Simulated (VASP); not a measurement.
# SnO (Pmn2_1) in VASP: single point with r2SCAN

Aim: the single point of SnO with r2SCAN.

Everything below comes from runs of VASP 6.6.1. Logs are shortened: lines on timing, memory, paths and dates and some standing lists are left out, and cuts for length are marked.

## 1. The cell of the first run

Symmetry: Pmn2_1, No. 31, orthorhombic system. The conventional cell has a = 3.355 Å, b = 5.674 Å, c = 4.222 Å, α = 90.00°, β = 90.00°, γ = 90.00°. Sn (site symmetry m) has 3 O at 2.15 to 2.16 Å within 2.8 Å. O (site symmetry m) has 3 Sn at 2.15 to 2.16 Å within 2.8 Å.

## 2. Single point, r2SCAN

POSCAR

```
SnO
1.0
    3.3550050000      0.0000000000      0.0000000000
    0.0000000000      5.6741040000      0.0000000000
    0.0000000000      0.0000000000      4.2219700000
Sn O
2 2
Direct
    0.0000000000      0.2319090000      0.5131440000
    0.5000000000      0.7680910000      0.0131440000
    0.0000000000      0.8912500000      0.7368570000
    0.5000000000      0.1087500000      0.2368570000
```

INCAR.step1

```
PREC     = Accurate       # precision mode
ENCUT    = 520            # plane-wave cutoff, eV
ISMEAR   = 0              # smearing method
SIGMA    = 0.01           # smearing width, eV
LREAL    = F              # projectors in reciprocal space
LASPH    = T              # aspherical terms in the spheres
NELM     = 100            # most SCF steps
NBANDS   = 28             # bands
GGA      = PE             # functional
ALGO     = Normal         # electronic algorithm
EDIFF    = 1E-4           # SCF threshold, eV
LWAVE    = T              # write WAVECAR
LCHARG   = F              # write CHGCAR
```

INCAR.step2

```
PREC     = Accurate       # precision mode
ENCUT    = 520            # plane-wave cutoff, eV
EDIFF    = 1E-6           # SCF threshold, eV
ISMEAR   = 0              # smearing method
SIGMA    = 0.01           # smearing width, eV
LREAL    = F              # projectors in reciprocal space
LASPH    = T              # aspherical terms in the spheres
NELM     = 100            # most SCF steps
ALGO     = Normal         # electronic algorithm
ISIF     = 2              # what is computed and relaxed
LWAVE    = F              # write WAVECAR
LCHARG   = F              # write CHGCAR
METAGGA  = R2SCAN         # meta-GGA
LMIXTAU  = T            
NBANDS   = 28             # bands
ISTART   = 1
```

KPOINTS

```
Automatic mesh
0
Gamma
  4 4 4
```

Potentials or basis: VASP PAW PBE potentials, release 64 (Sn_d, O).

Run with:

```
$ cat potpaw_PBE.64/Sn_d/POTCAR potpaw_PBE.64/O/POTCAR > POTCAR
$ cp INCAR.step1 INCAR
$ mpirun -np 1 vasp_std > vasp.out
$ cp INCAR.step2 INCAR
$ mpirun -np 1 vasp_std > vasp.out
```

OUTCAR:

```text
PREC = Accurate
   ENCUT = 520
   EDIFF = 1E-6
   ISMEAR = 0
   LREAL = F
   LASPH = T
   NELM = 100
   ISIF = 2
   METAGGA = R2SCAN
   ISTART = 1

 ion  position               nearest neighbor table
   1  0.000  0.232  0.513-   3 2.15   4 2.16   4 2.16
   2  0.500  0.768  0.013-   4 2.15   3 2.16   3 2.16
   3  0.000  0.891  0.737-   1 2.15   2 2.16   2 2.16
   4  0.500  0.109  0.237-   2 2.15   1 2.16   1 2.16

  LATTYP: Found a simple orthorhombic cell.
 ALAT       =     3.3550050000
 B/A-ratio  =     1.2584094510
 C/A-ratio  =     1.6912356315

  Lattice vectors:

 A1 = (  -3.3550050000,   0.0000000000,   0.0000000000)
 A2 = (   0.0000000000,   0.0000000000,   4.2219700000)
 A3 = (   0.0000000000,   5.6741040000,   0.0000000000)

Analysis of symmetry for initial positions (statically):
=====================================================================
 Subroutine PRICEL returns:
 Original cell was already a primitive cell.

 Routine SETGRP: Setting up the symmetry group for a
 simple orthorhombic supercell.

 Subroutine GETGRP returns: Found  4 space group operations
 (whereof  2 operations were pure point group operations)
 out of a pool of  8 trial point group operations.

The static configuration has the point symmetry C_1h.
 The point group associated with its full space group is C_2v.

Analysis of symmetry for dynamics (positions and initial velocities):
=====================================================================
 Subroutine PRICEL returns:
 Original cell was already a primitive cell.

 Routine SETGRP: Setting up the symmetry group for a
 simple orthorhombic supercell.

 Subroutine GETGRP returns: Found  4 space group operations
 (whereof  2 operations were pure point group operations)
 out of a pool of  8 trial point group operations.

The dynamic configuration has the point symmetry C_1h.
 The point group associated with its full space group is C_2v.

 Subroutine INISYM returns: Found  4 space group operations
 (whereof  2 operations are pure point group operations),
 and found     1 'primitive' translations

----------------------------------------------------------------------------------------

                                     Primitive cell

  volume of cell :      80.3722

  direct lattice vectors                    reciprocal lattice vectors
     3.355005000  0.000000000  0.000000000     0.298062149  0.000000000  0.000000000
     0.000000000  5.674104000  0.000000000     0.000000000  0.176239279  0.000000000
     0.000000000  0.000000000  4.221970000     0.000000000  0.000000000  0.236856254

  length of vectors
     3.355005000  5.674104000  4.221970000     0.298062149  0.176239279  0.236856254

  position of ions in fractional coordinates (direct lattice)
     0.000000000  0.231909000  0.513144000
     0.500000000  0.768091000  0.013144000
     0.000000000  0.891250000  0.736857000
     0.500000000  0.108750000  0.236857000

  ion indices of the primitive-cell ions
   primitive index   ion index
                 1           1
                 2           2
                 3           3
                 4           4

----------------------------------------------------------------------------------------

 KPOINTS: Automatic mesh

Automatic generation of k-mesh.
 Grid dimensions read from file:
 generate k-points for:    4    4    4

 Generating k-lattice:

  Cartesian coordinates                     Fractional coordinates (reciprocal lattice)
     0.074515537  0.000000000  0.000000000     0.250000000  0.000000000  0.000000000
     0.000000000  0.044059820  0.000000000     0.000000000  0.250000000  0.000000000
     0.000000000  0.000000000  0.059214064     0.000000000  0.000000000  0.250000000

  Length of vectors
     0.074515537  0.044059820  0.059214064

  Shift w.r.t. Gamma in fractional coordinates (k-lattice)
     0.000000000  0.000000000  0.000000000

 Subroutine IBZKPT returns following result:
 ===========================================

 Found     27 irreducible k-points:

 Following reciprocal coordinates:
            Coordinates               Weight
  0.000000  0.000000  0.000000      1.000000
  0.250000  0.000000  0.000000      2.000000
  0.500000  0.000000  0.000000      1.000000
  0.000000  0.250000  0.000000      2.000000
  0.250000  0.250000  0.000000      4.000000
  0.500000  0.250000  0.000000      2.000000
[... 16 lines left out ...]
  0.250000  0.250000  0.500000      4.000000
  0.500000  0.250000  0.500000      2.000000
 [... further k-points ...]
   k-points           NKPTS =     27   k-points in BZ     NKDIM =     27   number of bands    NBANDS=     28
   number of dos      NEDOS =    301   number of ions     NIONS =      4
   total plane-waves  NPLWV =  37632
   dimension x,y,z NGX =    28 NGY =   42 NGZ =   32
   dimension x,y,z NGXF=    56 NGYF=   84 NGZF=   64
   ions per type =               2   2
   NGX,Y,Z   is equivalent  to a cutoff of  13.87, 12.31, 12.60 a.u.
   NGXF,Y,Z  is equivalent  to a cutoff of  27.75, 24.61, 25.20 a.u.
 SYSTEM =  unknown system
   PREC   = accura    normal or accurate (medium, high low for compatibility)
   ISTART =      1    job   : 0-new  1-cont  2-samecut
   ICHARG =      0    charge: 1-file 2-atom 10-const
   ISPIN  =      1    spin polarized calculation?
   LNONCOLLINEAR =      F non collinear calculations
   LSORBIT =      F    spin-orbit coupling
   LASPH  =      T    aspherical Exc in radial PAW
   ENCUT  =  520.0 eV  38.22 Ry    6.18 a.u.   6.24 10.55  7.85*2*pi/ulx,y,z
   NELM   =    100;   NELMIN=  2; NELMDL=  0     # of ELM steps
   EDIFF  = 0.1E-05   stopping-criterion for ELM
   LREAL  =      F    real-space projection
[... 7 lines left out ...]
   TEBEG  =    0.0;   TEEND  =   0.0 temperature during run
   PSTRESS=    0.0 pullay stress
   NELECT =      40.0000    total number of electrons
   NUPDOWN=      -1.0000    fix difference up-down
   EMIN   =  10.00;   EMAX   =-10.00  energy-range for DOS
   EFERMI =   0.00;   METHOD = LEGACY
   ISMEAR =     0;   SIGMA  =   0.01  broadening in eV -4-tet -1-fermi 0-gaus
   EFERMI_NEDOS =   21; number of points for ismear=-14 and -15
   IALGO  =     38    algorithm
   IMIX   =      4    mixing-type and parameters
     AMIX     =   0.40;   BMIX     =  1.00
     AMIX_MAG =   1.60;   BMIX_MAG =  1.00
  volume/ion in A,a.u.               =      20.09       135.59
  Fermi-wavevector in a.u.,A,eV,Ry     =   1.297357  2.451650 22.900458  1.683136
  Thomas-Fermi vector in A             =   2.428755
   LORBIT       =      0    0 simple, 1 ext, 2 COOP (PROOUT), +10 PAW based schemes
   METAGGA = R2SCAN    functional components
   LHFCALC =     F    Hartree Fock is set to
   AEXX    =    0.0000 exact exchange contribution
   IVDW    =     0    specifies the selected vdW correction
   LEPSILON=     F    determine dielectric tensor
   LRPA    =     F    only Hartree local field effects (RPA)
 non-spin polarized calculation
 Gauss-broadening in eV      SIGMA  =   0.01
  energy-cutoff  :      520.00
  volume of cell :       80.37
 maximum number of plane-waves:      2182
 NGX is ok and might be reduce to    28
   NGX = 13   NGY = 21   NGZ = 15

 number of electron      39.9999992 magnetization

 Free energy of the ion-electron system (eV)
  ---------------------------------------------------
  ext. energy  EPLUGINS =         0.00000000
  ---------------------------------------------------
  free energy    TOTEN  =       -66.56138358 eV

  energy without entropy =      -66.56138358  energy(sigma->0) =      -66.56138358

 E-fermi :   4.6880     XC(G=0): -10.1373

 val. band max:        4.6268699367   @ k =   0.0000   0.0000   0.0000
 cond. band min:       6.6439461066   @ k =   0.5000   0.2500   0.2500
 fundamental gap:      2.0170761700
 Fermi energy:         4.6879817774

 k-point     1 :       0.0000    0.0000    0.0000
  band No.  band energies     occupation
      1     -17.3129      2.00000
      2     -16.8939      2.00000
      3     -16.7860      2.00000
      4     -16.7758      2.00000
      5     -16.7473      2.00000
      6     -16.7045      2.00000
[... 20 lines left out ...]
     27      14.0665      0.00000
     28      14.6864      0.00000

 k-point     2 :       0.2500    0.0000    0.0000
  band No.  band energies     occupation
      1     -17.3016      2.00000
      2     -17.0298      2.00000
      3     -16.7895      2.00000
      4     -16.7738      2.00000
      5     -16.7444      2.00000
      6     -16.7081      2.00000
[... 20 lines left out ...]
     27      13.6771      0.00000
     28      14.9230      0.00000

 k-point     3 :       0.5000    0.0000    0.0000
  band No.  band energies     occupation
      1     -17.2656      2.00000
      2     -17.2656      2.00000
      3     -16.7586      2.00000
      4     -16.7586      2.00000
      5     -16.7105      2.00000
      6     -16.7105      2.00000
[... 20 lines left out ...]
     27      14.5710      0.00000
     28      14.5710      0.00000

 k-point     4 :       0.0000    0.2500    0.0000
  band No.  band energies     occupation
      1     -17.3086      2.00000
      2     -16.8962      2.00000
      3     -16.7827      2.00000
      4     -16.7742      2.00000
      5     -16.7488      2.00000
      6     -16.7088      2.00000
[... 20 lines left out ...]
     27      14.2277      0.00000
     28      14.8220      0.00000

 k-point     5 :       0.2500    0.2500    0.0000
  band No.  band energies     occupation
      1     -17.3013      2.00000
      2     -17.0306      2.00000
      3     -16.7922      2.00000
      4     -16.7712      2.00000
      5     -16.7415      2.00000
      6     -16.7092      2.00000
[... 20 lines left out ...]
     27      13.9118      0.00000
     28      15.1258      0.00000

 k-point     6 :       0.5000    0.2500    0.0000
  band No.  band energies     occupation
      1     -17.2682      2.00000
      2     -17.2682      2.00000
      3     -16.7563      2.00000
      4     -16.7563      2.00000
      5     -16.7100      2.00000
      6     -16.7100      2.00000
[... 463 lines left out ...]
      5     -16.6931      2.00000
      6     -16.6931      2.00000
[... 20 lines left out ...]
     27      14.2601      0.00000
     28      14.2602      0.00000

 k-point    22 :       0.0000    0.2500    0.5000
  band No.  band energies     occupation
      1     -17.1462      2.00000
      2     -17.1462      2.00000
      3     -16.7685      2.00000
      4     -16.7685      2.00000
      5     -16.7568      2.00000
      6     -16.7568      2.00000
[... 20 lines left out ...]
     27      16.1779      0.00000
     28      16.1779      0.00000

 k-point    23 :       0.2500    0.2500    0.5000
  band No.  band energies     occupation
      1     -17.2016      2.00000
      2     -17.2016      2.00000
      3     -16.7889      2.00000
      4     -16.7889      2.00000
      5     -16.7244      2.00000
      6     -16.7244      2.00000
[... 20 lines left out ...]
     27      15.1211      0.00000
     28      15.1211      0.00000

 k-point    24 :       0.5000    0.2500    0.5000
  band No.  band energies     occupation
      1     -17.2917      2.00000
      2     -17.2917      2.00000
      3     -16.7789      2.00000
      4     -16.7789      2.00000
      5     -16.6946      2.00000
      6     -16.6946      2.00000
[... 20 lines left out ...]
     27      14.6791      0.00000
     28      14.6791      0.00000

 [... further k-points ...]
[... 5 lines left out ...]
  --------------------------------------------------------------------------------------
  -------------------------------------------------------------------------------------
  Total       -1.7742314     -1.0929000     -1.2237183      0.0000000      0.0000000      0.0000000
  in kB      -35.3683857    -21.7863962    -24.3941916      0.0000000      0.0000000      0.0000000
  external PRESSURE =     -27.1829912 kB  Pullay stress =       0.0000000 kB

 VOLUME and BASIS-vectors are now :
 -----------------------------------------------------------------------------
  energy-cutoff  :      520.00
  volume of cell :       80.37
      direct lattice vectors                 reciprocal lattice vectors
     3.355005000  0.000000000  0.000000000     0.298062149  0.000000000  0.000000000
     0.000000000  5.674104000  0.000000000     0.000000000  0.176239279  0.000000000
     0.000000000  0.000000000  4.221970000     0.000000000  0.000000000  0.236856254

 POSITION                                       TOTAL-FORCE (eV/Angst)
 -----------------------------------------------------------------------------------
      0.00000      1.31588      2.16648         0.000000     -0.479708     -0.152660
      1.67750      4.35823      0.05549         0.000000      0.479708     -0.152660
      0.00000      5.05705      3.11099         0.000000      0.189155      0.152660
      1.67750      0.61706      1.00000         0.000000     -0.189155      0.152660
 -----------------------------------------------------------------------------------
    total drift:                                0.000000      0.000000     -0.005419

  FREE ENERGIE OF THE ION-ELECTRON SYSTEM (eV)
  ---------------------------------------------------
  free  energy   TOTEN  =       -66.5613835825 eV

  energy  without entropy=      -66.5613835825  energy(sigma->0) =      -66.56138358
```

Wall time 4.8 min (1 thread of Intel Xeon 8259CL, shared host); peak memory 0.22 GiB.

Results:

| Property | Result |
| --- | --- |
| Free energy | -66.5614 eV |
| Pressure | -2.7 GPa |
| Largest force | 0.503 eV/Å |
| Band gap on the k mesh | 2.02 eV (least direct gap 2.82 eV) |

Forces on the atoms (eV/Å):
```
Sn   0.000 -0.480 -0.153
Sn   0.000  0.480 -0.153
O    0.000  0.189  0.153
O    0.000 -0.189  0.153
```

Levels at points of the mesh, in eV from the valence-band top:
| k point | band 18 | band 19 | band 20 | band 21 | band 22 | band 23 |
| --- | --- | --- | --- | --- | --- | --- |
| (0.00, 0.00, 0.00) | -2.79 | -2.20 | 0.00 | 3.03 | 3.60 | 6.36 |
| (0.50, 0.00, 0.00) | -2.75 | -1.26 | -1.26 | 2.91 | 2.91 | 5.97 |
| (0.00, 0.50, 0.00) | -2.82 | -1.70 | -1.45 | 3.73 | 4.29 | 5.24 |
| (0.50, 0.50, 0.00) | -2.82 | -0.90 | -0.90 | 2.20 | 2.20 | 6.70 |
| (0.00, 0.00, 0.50) | -3.36 | -1.75 | -1.75 | 3.07 | 3.07 | 5.70 |
| (0.50, 0.00, 0.50) | -3.26 | -1.10 | -1.10 | 2.40 | 2.40 | 5.02 |
| (0.00, 0.50, 0.50) | -3.02 | -1.54 | -1.54 | 2.24 | 2.24 | 6.53 |
| (0.50, 0.50, 0.50) | -3.54 | -0.46 | -0.46 | 2.71 | 2.71 | 4.58 |

Caveat: the k points lie up to 0.47 Å⁻¹ apart; the PAW data sets were made with another functional, which shifts forces and pressure a little; spin-orbit coupling is left out, which moves the levels of the heavy elements. A k mesh can miss the band edges.
